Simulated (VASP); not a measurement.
# Cs2Au (I4/mmm) in VASP: a series of runs

The runs below take Cs2Au through single point, relaxation of cell and atoms, with PBE.

All numbers are computed with VASP 6.6.1; they aren't measurements. Logs are shortened: lines on timing, memory, paths and dates and some standing lists are left out, and cuts for length are marked.

### 1 The cell of the first run

The structure is tetragonal, space group I4/mmm (No. 139). The conventional cell has a = 4.540 Å, b = 4.540 Å, c = 17.591 Å, α = 90.00°, β = 90.00°, γ = 90.00°. Within 5.0 Å of Cs (site symmetry 4mm) lie 4 Au at 3.80 Å and 5 Cs at 4.07 to 4.54 Å. Au (site symmetry 4/mmm) has 8 Cs at 3.80 Å and 4 Au at 4.54 Å within 5.0 Å.

### 2 Single point, PBE

INCAR

```
SYSTEM = Cs2Au
ALGO = Normal
EDIFF = 1E-7
ENCUT = 520
GGA = PE
ISIF = 2
ISMEAR = 0
LASPH = .True.
LCHARG = .False.
LREAL = .False.
LWAVE = .False.
NBANDS = 22
NELM = 80
PREC = Accurate
SIGMA = 0.1
```

KPOINTS

```
k-points
0
Gamma
  6 6 6
  0 0 0
```

POSCAR

```
Cs2Au
1.0
   -2.2699190326      2.2699190326      8.7953735470
    2.2699190326     -2.2699190326      8.7953735470
    2.2699190326      2.2699190326     -8.7953735470
Cs Au
2 1
Direct
    0.6157843855      0.6157843855      0.0000000000
    0.3842156145      0.3842156145      0.0000000000
    0.0000000000      0.0000000000      0.0000000000
```

Potentials or basis: VASP PAW PBE potentials, release 64 (Cs_sv, Au).

Launch:

```sh
> cat potpaw_PBE.64/Cs_sv/POTCAR potpaw_PBE.64/Au/POTCAR > POTCAR
> mpirun -np 1 vasp_std > vasp.out
```

OUTCAR:

```text
SYSTEM = Cs2Au
   EDIFF = 1E-7
   ENCUT = 520
   GGA = PE
   ISIF = 2
   ISMEAR = 0
   LASPH = .True.
   LREAL = .False.
   NELM = 80
   PREC = Accurate

 ion  position               nearest neighbor table
   1  0.616  0.616  0.000-
   2  0.384  0.384  0.000-
   3  0.000  0.000  0.000-

  LATTYP: Found a body centered tetragonal cell.
 ALAT       =     4.5398380652
 C/A-ratio  =     3.8747521038

  Lattice vectors:

 A1 = (  -2.2699190326,   2.2699190326,   8.7953735470)
 A2 = (   2.2699190326,  -2.2699190326,   8.7953735470)
 A3 = (   2.2699190326,   2.2699190326,  -8.7953735470)

Analysis of symmetry for initial positions (statically):
=====================================================================
 Subroutine PRICEL returns:
 Original cell was already a primitive cell.

 Routine SETGRP: Setting up the symmetry group for a
 body centered tetragonal supercell.

 Subroutine GETGRP returns: Found 16 space group operations
 (whereof 16 operations were pure point group operations)
 out of a pool of 16 trial point group operations.

The static configuration has the point symmetry D_4h.

Analysis of symmetry for dynamics (positions and initial velocities):
=====================================================================
 Subroutine PRICEL returns:
 Original cell was already a primitive cell.

 Routine SETGRP: Setting up the symmetry group for a
 body centered tetragonal supercell.

 Subroutine GETGRP returns: Found 16 space group operations
 (whereof 16 operations were pure point group operations)
 out of a pool of 16 trial point group operations.

The dynamic configuration has the point symmetry D_4h.

 Subroutine INISYM returns: Found 16 space group operations
 (whereof 16 operations are pure point group operations),
 and found     1 'primitive' translations

----------------------------------------------------------------------------------------

                                     Primitive cell

  volume of cell :     181.2738

  direct lattice vectors                    reciprocal lattice vectors
    -2.269919033  2.269919033  8.795373547     0.000000000  0.220272174  0.056848069
     2.269919033 -2.269919033  8.795373547     0.220272174  0.000000000  0.056848069
     2.269919033  2.269919033 -8.795373547     0.220272174  0.220272174  0.000000000

  length of vectors
     9.362887410  9.362887410  9.362887410     0.227489634  0.227489634  0.311511896

  position of ions in fractional coordinates (direct lattice)
     0.615784385  0.615784385  0.000000000
     0.384215615  0.384215615  0.000000000
     0.000000000  0.000000000  0.000000000

  ion indices of the primitive-cell ions
   primitive index   ion index
                 1           1
                 2           2
                 3           3

----------------------------------------------------------------------------------------

 KPOINTS: k-points

Automatic generation of k-mesh.
 Grid dimensions read from file:
 generate k-points for:    6    6    6

 Generating k-lattice:

  Cartesian coordinates                     Fractional coordinates (reciprocal lattice)
     0.000000000  0.036712029  0.009474678     0.166666667  0.000000000  0.000000000
     0.036712029  0.000000000  0.009474678     0.000000000  0.166666667  0.000000000
     0.036712029  0.036712029  0.000000000     0.000000000  0.000000000  0.166666667

  Length of vectors
     0.037914939  0.037914939  0.051918649

  Shift w.r.t. Gamma in fractional coordinates (k-lattice)
     0.000000000  0.000000000  0.000000000

 Subroutine IBZKPT returns following result:
 ===========================================

 Found     30 irreducible k-points:

 Following reciprocal coordinates:
            Coordinates               Weight
  0.000000  0.000000  0.000000      1.000000
  0.166667  0.000000  0.000000      8.000000
  0.333333 -0.000000  0.000000      8.000000
  0.500000  0.000000  0.000000      4.000000
  0.166667  0.166667  0.000000      8.000000
  0.333333  0.166667  0.000000     16.000000
[... 16 lines left out ...]
 -0.333333 -0.333333  0.166667      8.000000
 -0.166667 -0.333333  0.166667      8.000000
 [... further k-points ...]
   k-points           NKPTS =     30   k-points in BZ     NKDIM =     30   number of bands    NBANDS=     22
   number of dos      NEDOS =    301   number of ions     NIONS =      3
   total plane-waves  NPLWV = 343000
   dimension x,y,z NGX =    70 NGY =   70 NGZ =   70
   dimension x,y,z NGXF=   140 NGYF=  140 NGZF=  140
   ions per type =               2   1
   NGX,Y,Z   is equivalent  to a cutoff of  12.43, 12.43, 12.43 a.u.
   NGXF,Y,Z  is equivalent  to a cutoff of  24.86, 24.86, 24.86 a.u.
 SYSTEM =  Cs2Au
   PREC   = accura    normal or accurate (medium, high low for compatibility)
   ISTART =      0    job   : 0-new  1-cont  2-samecut
   ICHARG =      2    charge: 1-file 2-atom 10-const
   ISPIN  =      1    spin polarized calculation?
   LNONCOLLINEAR =      F non collinear calculations
   LSORBIT =      F    spin-orbit coupling
   LASPH  =      T    aspherical Exc in radial PAW
   ENCUT  =  520.0 eV  38.22 Ry    6.18 a.u.  17.41 17.41 17.41*2*pi/ulx,y,z
   NELM   =     80;   NELMIN=  2; NELMDL= -5     # of ELM steps
   EDIFF  = 0.1E-06   stopping-criterion for ELM
   LREAL  =      F    real-space projection
   EDIFFG = 0.1E-05   stopping-criterion for IOM
   NSW    =      0    number of steps for IOM
   IBRION =     -1    ionic relax: 0-MD 1-quasi-New 2-CG
   NFREE  =      0    steps in history (QN), initial steepest desc. (CG)
   ISIF   =      2    stress and relaxation
   ISYM   =      2    0-nonsym 1-usesym 2-fastsym
   POTIM  = 0.5000    time-step for ionic-motion
   TEBEG  =    0.0;   TEEND  =   0.0 temperature during run
   PSTRESS=    0.0 pullay stress
   NELECT =      29.0000    total number of electrons
   NUPDOWN=      -1.0000    fix difference up-down
   EMIN   =  10.00;   EMAX   =-10.00  energy-range for DOS
   EFERMI =   0.00;   METHOD = LEGACY
   ISMEAR =     0;   SIGMA  =   0.10  broadening in eV -4-tet -1-fermi 0-gaus
   EFERMI_NEDOS =   21; number of points for ismear=-14 and -15
   IALGO  =     38    algorithm
   IMIX   =      4    mixing-type and parameters
     AMIX     =   0.40;   BMIX     =  1.00
     AMIX_MAG =   1.60;   BMIX_MAG =  1.00
  volume/ion in A,a.u.               =      60.42       407.77
  Fermi-wavevector in a.u.,A,eV,Ry     =   0.888715  1.679428 10.746076  0.789814
  Thomas-Fermi vector in A             =   2.010181
   LORBIT       =      0    0 simple, 1 ext, 2 COOP (PROOUT), +10 PAW based schemes
   GGA     = PE    functional components
   LHFCALC =     F    Hartree Fock is set to
   AEXX    =    0.0000 exact exchange contribution
   IVDW    =     0    specifies the selected vdW correction
   LEPSILON=     F    determine dielectric tensor
   LRPA    =     F    only Hartree local field effects (RPA)
 non-spin polarized calculation
 Gauss-broadening in eV      SIGMA  =   0.10
  energy-cutoff  :      520.00
  volume of cell :      181.27
 maximum number of plane-waves:      4923
 NGX is ok and might be reduce to    70
   NGX = 35   NGY = 35   NGZ = 35

 number of electron      29.0000001 magnetization

 Free energy of the ion-electron system (eV)
  ---------------------------------------------------
  ext. energy  EPLUGINS =         0.00000000
  ---------------------------------------------------
  free energy    TOTEN  =        -5.58748602 eV

  energy without entropy =       -5.57348156  energy(sigma->0) =       -5.58048379

 E-fermi :   1.9174     XC(G=0):  -6.8911

 val. band max:        1.9077524676   @ k =  -0.3333   0.1667  -0.0000
 cond. band min:       1.9472615041   @ k =   0.3333   0.1667   0.0000
 fundamental gap:      0.0395090365
 Fermi energy:         1.9173527618

 k-point     1 :       0.0000    0.0000    0.0000
  band No.  band energies     occupation
      1     -21.5648      2.00000
      2     -21.5229      2.00000
      3      -8.7163      2.00000
      4      -8.2135      2.00000
      5      -8.2135      2.00000
      6      -8.1744      2.00000
[... 14 lines left out ...]
     21       4.8761      0.00000
     22       6.3140      0.00000

 k-point     2 :       0.1667    0.0000    0.0000
  band No.  band energies     occupation
      1     -21.5584      2.00000
      2     -21.5175      2.00000
      3      -8.6881      2.00000
      4      -8.3342      2.00000
      5      -8.2734      2.00000
      6      -8.2069      2.00000
[... 14 lines left out ...]
     21       4.9418      0.00000
     22       5.4985      0.00000

 k-point     3 :       0.3333   -0.0000    0.0000
  band No.  band energies     occupation
      1     -21.5457      2.00000
      2     -21.5068      2.00000
      3      -8.6318      2.00000
      4      -8.5572      2.00000
      5      -8.4605      2.00000
      6      -8.1935      2.00000
[... 14 lines left out ...]
     21       4.8505      0.00000
     22       5.9509      0.00000

 k-point     4 :       0.5000    0.0000    0.0000
  band No.  band energies     occupation
      1     -21.5393      2.00000
      2     -21.5013      2.00000
      3      -8.6655      2.00000
      4      -8.6024      2.00000
      5      -8.5456      2.00000
      6      -8.1867      2.00000
[... 14 lines left out ...]
     21       4.6658      0.00000
     22       5.9943      0.00000

 k-point     5 :       0.1667    0.1667    0.0000
  band No.  band energies     occupation
      1     -21.5521      2.00000
      2     -21.5123      2.00000
      3      -8.6592      2.00000
      4      -8.3391      2.00000
      5      -8.3074      2.00000
      6      -8.2610      2.00000
[... 14 lines left out ...]
     21       4.8555      0.00000
     22       5.4960      0.00000

 k-point     6 :       0.3333    0.1667    0.0000
  band No.  band energies     occupation
      1     -21.5397      2.00000
      2     -21.5014      2.00000
      3      -8.6124      2.00000
      4      -8.5366      2.00000
      5      -8.4482      2.00000
      6      -8.2982      2.00000
[... 14 lines left out ...]
     21       4.9759      0.00000
     22       5.6023      0.00000

 k-point     7 :       0.5000    0.1667    0.0000
  band No.  band energies     occupation
      1     -21.5336      2.00000
      2     -21.4957      2.00000
      3      -8.6419      2.00000
      4      -8.5886      2.00000
      5      -8.5364      2.00000
      6      -8.2863      2.00000
[... 324 lines left out ...]
      6      -8.4335      2.00000
[... 14 lines left out ...]
     21       5.1707      0.00000
     22       5.9751      0.00000

 k-point    21 :      -0.3333    0.5000    0.1667
  band No.  band energies     occupation
      1     -21.5392      2.00000
      2     -21.5019      2.00000
      3      -8.6085      2.00000
      4      -8.5290      2.00000
      5      -8.4486      2.00000
      6      -8.2997      2.00000
[... 14 lines left out ...]
     21       4.9164      0.00000
     22       5.4043      0.00000

 k-point    22 :      -0.1667    0.5000    0.1667
  band No.  band energies     occupation
      1     -21.5451      2.00000
      2     -21.5073      2.00000
      3      -8.6270      2.00000
      4      -8.5490      2.00000
      5      -8.4592      2.00000
      6      -8.1955      2.00000
[... 14 lines left out ...]
     21       4.8355      0.00000
     22       5.9247      0.00000

 k-point    23 :      -0.3333   -0.3333    0.1667
  band No.  band energies     occupation
      1     -21.5512      2.00000
      2     -21.5132      2.00000
      3      -8.6397      2.00000
      4      -8.3377      2.00000
      5      -8.3124      2.00000
      6      -8.2622      2.00000
[... 14 lines left out ...]
     21       4.7435      0.00000
     22       5.6063      0.00000

 k-point    24 :      -0.1667   -0.3333    0.1667
  band No.  band energies     occupation
      1     -21.5576      2.00000
      2     -21.5184      2.00000
      3      -8.6690      2.00000
      4      -8.3366      2.00000
      5      -8.2707      2.00000
      6      -8.2100      2.00000
[... 14 lines left out ...]
     21       4.8668      0.00000
     22       5.9700      0.00000

 [... further k-points ...]

------------------------ aborting loop because EDIFF is reached ----------------------------------------

  FORCE on cell =-STRESS in cart. coord.  units (eV):
  Direction    XX          YY          ZZ          XY          YZ          ZX
  --------------------------------------------------------------------------------------
  -------------------------------------------------------------------------------------
  Total        0.0110265      0.0110265      0.1756494      0.0000000      0.0000000      0.0000000
  in kB        0.0974569      0.0974569      1.5524664      0.0000000      0.0000000      0.0000000
  external PRESSURE =       0.5824601 kB  Pullay stress =       0.0000000 kB

 VOLUME and BASIS-vectors are now :
 -----------------------------------------------------------------------------
  energy-cutoff  :      520.00
  volume of cell :      181.27
      direct lattice vectors                 reciprocal lattice vectors
    -2.269919033  2.269919033  8.795373547     0.000000000  0.220272174  0.056848069
     2.269919033 -2.269919033  8.795373547     0.220272174  0.000000000  0.056848069
     2.269919033  2.269919033 -8.795373547     0.220272174  0.220272174  0.000000000

 POSITION                                       TOTAL-FORCE (eV/Angst)
 -----------------------------------------------------------------------------------
      0.00000      0.00000     10.83211        -0.000000     -0.000000      0.007615
      0.00000      0.00000      6.75864         0.000000      0.000000     -0.007615
      0.00000      0.00000      0.00000        -0.000000     -0.000000      0.000000
 -----------------------------------------------------------------------------------
    total drift:                               -0.000000     -0.000000      0.000000

  FREE ENERGIE OF THE ION-ELECTRON SYSTEM (eV)
  ---------------------------------------------------
  free  energy   TOTEN  =        -5.5874860153 eV

  energy  without entropy=       -5.5734815573  energy(sigma->0) =       -5.58048379
```

Run time: 4.2 min. Hardware: 1 thread of AMD EPYC 9R45 (Zen 5), shared host; peak memory 0.67 GiB.

What came out:

| Quantity | Value |
| --- | --- |
| Free energy | -5.5875 eV |
| Pressure | 0.1 GPa |
| Largest force | 0.008 eV/Å |
| Band gap on the k mesh | zero (an odd number of electrons rules out a gap without spin polarisation) |

Forces in eV/Å, atoms in the order of the input:
```
Cs   0.000  0.000  0.008
Cs   0.000  0.000 -0.008
Au   0.000  0.000  0.000
```

Caveat: spin-orbit coupling is left out, which moves the levels of the heavy elements.

(Part 1 of 2 ends here.)
